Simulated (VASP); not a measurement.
# SnAs (Fm-3m) in VASP: further runs

The runs below take SnAs through single point, with LDA.

All numbers are computed with VASP 6.6.1; they aren't measurements. Logs are shortened: lines on timing, memory, paths and dates and some standing lists are left out, and cuts for length are marked.

## Step 1: The cell of the first run

It takes space group Fm-3m (No. 225, cubic). The conventional cell has a = 5.585 Å, b = 5.585 Å, c = 5.585 Å, α = 90.00°, β = 90.00°, γ = 90.00°. Sn (site symmetry m-3m) has 6 As at 2.79 Å within 3.7 Å. As (site symmetry m-3m) has 6 Sn at 2.79 Å within 3.7 Å.

## Step 2: Single point, LDA

INCAR

```
SYSTEM = SnAs
PREC = Accurate
ENCUT = 520
EDIFF = 1E-6
ISMEAR = -1
SIGMA = 0.1
LREAL = .FALSE.
LASPH = .TRUE.
NELM = 100
ALGO = Normal
ISIF = 2
LWAVE = .FALSE.
LCHARG = .FALSE.
GGA = CA
NBANDS = 16
```

KPOINTS

```
Automatic mesh
0
G
  9 9 9
  0 0 0
```

POSCAR

```
SnAs
1.0
    0.0000000000      2.7923466297      2.7923466297
    2.7923466297      0.0000000000      2.7923466297
    2.7923466297      2.7923466297      0.0000000000
Sn As
1 1
Direct
    0.0000000000      0.0000000000      0.0000000000
    0.5000000000      0.5000000000      0.5000000000
```

Potentials or basis: VASP PAW LDA potentials, release 64 (Sn_d, As).

On the command line:

```
cat potpaw_LDA.64/Sn_d/POTCAR potpaw_LDA.64/As/POTCAR > POTCAR
mpirun -np 1 vasp_std > vasp.out
```

OUTCAR:

```text
SYSTEM = SnAs
   PREC = Accurate
   ENCUT = 520
   EDIFF = 1E-6
   ISMEAR = -1
   LREAL = .FALSE.
   LASPH = .TRUE.
   NELM = 100
   ISIF = 2
   GGA = CA

 ion  position               nearest neighbor table
   1  0.000  0.000  0.000-   2 2.79   2 2.79   2 2.79   2 2.79   2 2.79   2 2.79
   2  0.500  0.500  0.500-   1 2.79   1 2.79   1 2.79   1 2.79   1 2.79   1 2.79

  LATTYP: Found a face centered cubic cell.
 ALAT       =     5.5846932594

  Lattice vectors:

 A1 = (   0.0000000000,   2.7923466297,   2.7923466297)
 A2 = (   2.7923466297,   0.0000000000,   2.7923466297)
 A3 = (   2.7923466297,   2.7923466297,   0.0000000000)

Analysis of symmetry for initial positions (statically):
=====================================================================
 Subroutine PRICEL returns:
 Original cell was already a primitive cell.

 Routine SETGRP: Setting up the symmetry group for a
 face centered cubic supercell.

 Subroutine GETGRP returns: Found 48 space group operations
 (whereof 48 operations were pure point group operations)
 out of a pool of 48 trial point group operations.

The static configuration has the point symmetry O_h .

Analysis of symmetry for dynamics (positions and initial velocities):
=====================================================================
 Subroutine PRICEL returns:
 Original cell was already a primitive cell.

 Routine SETGRP: Setting up the symmetry group for a
 face centered cubic supercell.

 Subroutine GETGRP returns: Found 48 space group operations
 (whereof 48 operations were pure point group operations)
 out of a pool of 48 trial point group operations.

The dynamic configuration has the point symmetry O_h .

 Subroutine INISYM returns: Found 48 space group operations
 (whereof 48 operations are pure point group operations),
 and found     1 'primitive' translations

----------------------------------------------------------------------------------------

                                     Primitive cell

  volume of cell :      43.5450

  direct lattice vectors                    reciprocal lattice vectors
     0.000000000  2.792346630  2.792346630    -0.179060864  0.179060864  0.179060864
     2.792346630  0.000000000  2.792346630     0.179060864 -0.179060864  0.179060864
     2.792346630  2.792346630  0.000000000     0.179060864  0.179060864 -0.179060864

  length of vectors
     3.948974475  3.948974475  3.948974475     0.310142514  0.310142514  0.310142514

  position of ions in fractional coordinates (direct lattice)
     0.000000000  0.000000000  0.000000000
     0.500000000  0.500000000  0.500000000

  ion indices of the primitive-cell ions
   primitive index   ion index
                 1           1
                 2           2

----------------------------------------------------------------------------------------

 KPOINTS: Automatic mesh

Automatic generation of k-mesh.
 Grid dimensions read from file:
 generate k-points for:    9    9    9

 Generating k-lattice:

  Cartesian coordinates                     Fractional coordinates (reciprocal lattice)
    -0.019895652  0.019895652  0.019895652     0.111111111  0.000000000  0.000000000
     0.019895652 -0.019895652  0.019895652     0.000000000  0.111111111  0.000000000
     0.019895652  0.019895652 -0.019895652     0.000000000  0.000000000  0.111111111

  Length of vectors
     0.034460279  0.034460279  0.034460279

  Shift w.r.t. Gamma in fractional coordinates (k-lattice)
     0.000000000  0.000000000  0.000000000

 Subroutine IBZKPT returns following result:
 ===========================================

 Found     35 irreducible k-points:

 Following reciprocal coordinates:
            Coordinates               Weight
  0.000000  0.000000  0.000000      1.000000
  0.111111  0.000000  0.000000      8.000000
  0.222222  0.000000  0.000000      8.000000
  0.333333  0.000000  0.000000      8.000000
  0.444444  0.000000  0.000000      8.000000
  0.111111  0.111111  0.000000      6.000000
[... 16 lines left out ...]
 -0.333333  0.333333  0.000000     12.000000
  0.444444  0.444444  0.000000      6.000000
 [... further k-points ...]
   k-points           NKPTS =     35   k-points in BZ     NKDIM =     35   number of bands    NBANDS=     16
   number of dos      NEDOS =    301   number of ions     NIONS =      2
   total plane-waves  NPLWV =  27000
   dimension x,y,z NGX =    30 NGY =   30 NGZ =   30
   dimension x,y,z NGXF=    60 NGYF=   60 NGZF=   60
   ions per type =               1   1
   NGX,Y,Z   is equivalent  to a cutoff of  12.63, 12.63, 12.63 a.u.
   NGXF,Y,Z  is equivalent  to a cutoff of  25.26, 25.26, 25.26 a.u.
 SYSTEM =  SnAs
   PREC   = accura    normal or accurate (medium, high low for compatibility)
   ISTART =      0    job   : 0-new  1-cont  2-samecut
   ICHARG =      2    charge: 1-file 2-atom 10-const
   ISPIN  =      1    spin polarized calculation?
   LNONCOLLINEAR =      F non collinear calculations
   LSORBIT =      F    spin-orbit coupling
   LASPH  =      T    aspherical Exc in radial PAW
   ENCUT  =  520.0 eV  38.22 Ry    6.18 a.u.   7.34  7.34  7.34*2*pi/ulx,y,z
   NELM   =    100;   NELMIN=  2; NELMDL= -5     # of ELM steps
   EDIFF  = 0.1E-05   stopping-criterion for ELM
   LREAL  =      F    real-space projection
   EDIFFG = 0.1E-04   stopping-criterion for IOM
   NSW    =      0    number of steps for IOM
   IBRION =     -1    ionic relax: 0-MD 1-quasi-New 2-CG
   NFREE  =      0    steps in history (QN), initial steepest desc. (CG)
   ISIF   =      2    stress and relaxation
   ISYM   =      2    0-nonsym 1-usesym 2-fastsym
   POTIM  = 0.5000    time-step for ionic-motion
   TEBEG  =    0.0;   TEEND  =   0.0 temperature during run
   PSTRESS=    0.0 pullay stress
   NELECT =      19.0000    total number of electrons
   NUPDOWN=      -1.0000    fix difference up-down
   EMIN   =  10.00;   EMAX   =-10.00  energy-range for DOS
   EFERMI =   0.00;   METHOD = LEGACY
   ISMEAR =    -1;   SIGMA  =   0.10  broadening in eV -4-tet -1-fermi 0-gaus
   EFERMI_NEDOS =   21; number of points for ismear=-14 and -15
   IALGO  =     38    algorithm
   IMIX   =      4    mixing-type and parameters
     AMIX     =   0.40;   BMIX     =  1.00
     AMIX_MAG =   1.60;   BMIX_MAG =  1.00
  volume/ion in A,a.u.               =      21.77       146.93
  Fermi-wavevector in a.u.,A,eV,Ry     =   1.241691  2.346455 20.977400  1.541795
  Thomas-Fermi vector in A             =   2.376077
   LORBIT       =      0    0 simple, 1 ext, 2 COOP (PROOUT), +10 PAW based schemes
   GGA     = CA    functional components
   LHFCALC =     F    Hartree Fock is set to
   AEXX    =    0.0000 exact exchange contribution
   IVDW    =     0    specifies the selected vdW correction
   LEPSILON=     F    determine dielectric tensor
   LRPA    =     F    only Hartree local field effects (RPA)
 non-spin polarized calculation
  energy-cutoff  :      520.00
  volume of cell :       43.54
 maximum number of plane-waves:      1211
 NGX is ok and might be reduce to    30
   NGX = 15   NGY = 15   NGZ = 15

 number of electron      19.0000010 magnetization

 Free energy of the ion-electron system (eV)
  ---------------------------------------------------
  ext. energy  EPLUGINS =         0.00000000
  ---------------------------------------------------
  free energy    TOTEN  =       -10.02596200 eV

  energy without entropy =       -9.99645678  energy(sigma->0) =      -10.01120939

 E-fermi :   7.9115     XC(G=0): -10.8739

 val. band max:        7.8346627549   @ k =   0.4444   0.1111   0.0000
 cond. band min:       7.9706506535   @ k =   0.4444   0.2222   0.1111
 fundamental gap:      0.1359878986
 Fermi energy:         7.9114610464

 k-point     1 :       0.0000    0.0000    0.0000
  band No.  band energies     occupation
      1     -13.7010      2.00000
      2     -13.7010      2.00000
      3     -13.6837      2.00000
      4     -13.6837      2.00000
      5     -13.6837      2.00000
      6      -5.9589      2.00000
[... 8 lines left out ...]
     15      13.9066      0.00000
     16      13.9066      0.00000

 k-point     2 :       0.1111    0.0000    0.0000
  band No.  band energies     occupation
      1     -13.7028      2.00000
      2     -13.7028      2.00000
      3     -13.6832      2.00000
      4     -13.6807      2.00000
      5     -13.6807      2.00000
      6      -5.7988      2.00000
[... 8 lines left out ...]
     15      14.2909      0.00000
     16      14.2909      0.00000

 k-point     3 :       0.2222    0.0000    0.0000
  band No.  band energies     occupation
      1     -13.7086      2.00000
      2     -13.7086      2.00000
      3     -13.6821      2.00000
      4     -13.6721      2.00000
      5     -13.6721      2.00000
      6      -5.3275      2.00000
[... 8 lines left out ...]
     15      15.2222      0.00000
     16      15.2222      0.00000

 k-point     4 :       0.3333    0.0000    0.0000
  band No.  band energies     occupation
      1     -13.7159      2.00000
      2     -13.7159      2.00000
      3     -13.6811      2.00000
      4     -13.6615      2.00000
      5     -13.6615      2.00000
      6      -4.5896      2.00000
[... 8 lines left out ...]
     15      16.6579      0.00000
     16      16.6579      0.00000
[... 324 lines left out ...]
 k-point    22 :      -0.4444    0.3333    0.0000
  band No.  band energies     occupation
      1     -13.7553      2.00000
      2     -13.6946      2.00000
      3     -13.6884      2.00000
      4     -13.6502      2.00000
      5     -13.6446      2.00000
      6      -2.9844      2.00000
[... 8 lines left out ...]
     15      19.0347      0.00000
     16      19.3063      0.00000

 k-point    23 :      -0.3333    0.3333    0.0000
  band No.  band energies     occupation
      1     -13.7435      2.00000
      2     -13.7038      2.00000
      3     -13.6760      2.00000
      4     -13.6591      2.00000
      5     -13.6496      2.00000
      6      -3.0060      2.00000
[... 8 lines left out ...]
     15      17.4837      0.00000
     16      18.2995      0.00000

 k-point    24 :       0.4444    0.4444    0.0000
  band No.  band energies     occupation
      1     -13.7698      2.00000
      2     -13.7014      2.00000
      3     -13.6827      2.00000
      4     -13.6406      2.00000
      5     -13.6406      2.00000
      6      -3.1411      2.00000
[... 8 lines left out ...]
     15      19.6907      0.00000
     16      21.8567      0.00000

 [... further k-points ...]
[... 5 lines left out ...]
  --------------------------------------------------------------------------------------
  -------------------------------------------------------------------------------------
  Total        1.1709819      1.1709819      1.1709819      0.0000000     -0.0000000      0.0000000
  in kB       43.0846708     43.0846708     43.0846708      0.0000000     -0.0000000      0.0000000
  external PRESSURE =      43.0846708 kB  Pullay stress =       0.0000000 kB

 VOLUME and BASIS-vectors are now :
 -----------------------------------------------------------------------------
  energy-cutoff  :      520.00
  volume of cell :       43.54
      direct lattice vectors                 reciprocal lattice vectors
     0.000000000  2.792346630  2.792346630    -0.179060864  0.179060864  0.179060864
     2.792346630  0.000000000  2.792346630     0.179060864 -0.179060864  0.179060864
     2.792346630  2.792346630  0.000000000     0.179060864  0.179060864 -0.179060864

 POSITION                                       TOTAL-FORCE (eV/Angst)
 -----------------------------------------------------------------------------------
      0.00000      0.00000      0.00000         0.000000      0.000000      0.000000
      2.79235      2.79235      2.79235        -0.000000     -0.000000     -0.000000
 -----------------------------------------------------------------------------------
    total drift:                               -0.000000      0.000000      0.000000

  FREE ENERGIE OF THE ION-ELECTRON SYSTEM (eV)
  ---------------------------------------------------
  free  energy   TOTEN  =       -10.0259620032 eV

  energy  without entropy=       -9.9964567819  energy(sigma->0) =      -10.01120939
```

Wall time 37 s (1 thread of Intel Xeon 8259CL, shared host); peak memory 0.16 GiB.

What came out:

```
Free energy            : -10.0260 eV
Pressure               : 4.3 GPa
Band gap on the k mesh : zero (an odd number of electrons rules out a gap without spin polarisation)
```

Levels at points of the mesh, in eV from the Fermi level:
```tsv
k point	band 8	band 9	band 10	band 11	band 12	band 13
(0.00, 0.00, 0.00)	-1.27	-1.27	-1.27	5.66	5.66	5.66
```

Caveat: the cell stands under pressure; spin-orbit coupling is left out, which moves the levels of the heavy elements.

## Step 3: Single point, LDA

This run uses another cell than the first one, of 22.46 Å³/atom.

INCAR

```
PREC = Accurate ; ENCUT = 520
EDIFF = 1E-6 ; ISMEAR = -1
SIGMA = 0.1 ; LREAL = F
LASPH = T ; NELM = 60
ALGO = Normal ; ISIF = 2
LWAVE = F ; LCHARG = F
GGA = CA ; NBANDS = 16
```

KPOINTS

```
Automatic mesh
0
Gamma
  9 9 9
```

POSCAR

```
SnAs
1.0
    0.0000000000      2.8214356672      2.8214356672
    2.8214356672      0.0000000000      2.8214356672
    2.8214356672      2.8214356672      0.0000000000
Sn As
1 1
Direct
    0.0000000000      0.0000000000      0.0000000000
    0.5000000000      0.5000000000      0.5000000000
```

Potentials or basis: VASP PAW LDA potentials, release 64 (Sn_d, As).

On the command line:

```
cat potpaw_LDA.64/Sn_d/POTCAR potpaw_LDA.64/As/POTCAR > POTCAR
mpirun -np 1 vasp_std > vasp.out
```

It took 38 s on 1 thread of Intel Xeon 8259CL, shared host; peak memory 0.16 GiB.

The run converged. Its results:

```yaml
Free_energy: -10.0506 eV
Pressure: 1.4 GPa
Band_gap_on_the_k_mesh: zero (an odd number of electrons rules out a gap without spin polarisation)
```

Levels at points of the mesh, in eV from the Fermi level:
```csv
k point,band 6,band 7,band 8,band 9,band 10,band 11,band 12,band 13,band 14,band 15
"(0.00, 0.00, 0.00)",-13.58,-2.54,-1.20,-1.20,-1.20,5.54,5.54,5.54,6.02,6.02
```

Caveat: spin-orbit coupling is left out, which moves the levels of the heavy elements.

The gap in the log of VASP goes by the Fermi energy; the results here count the filled bands.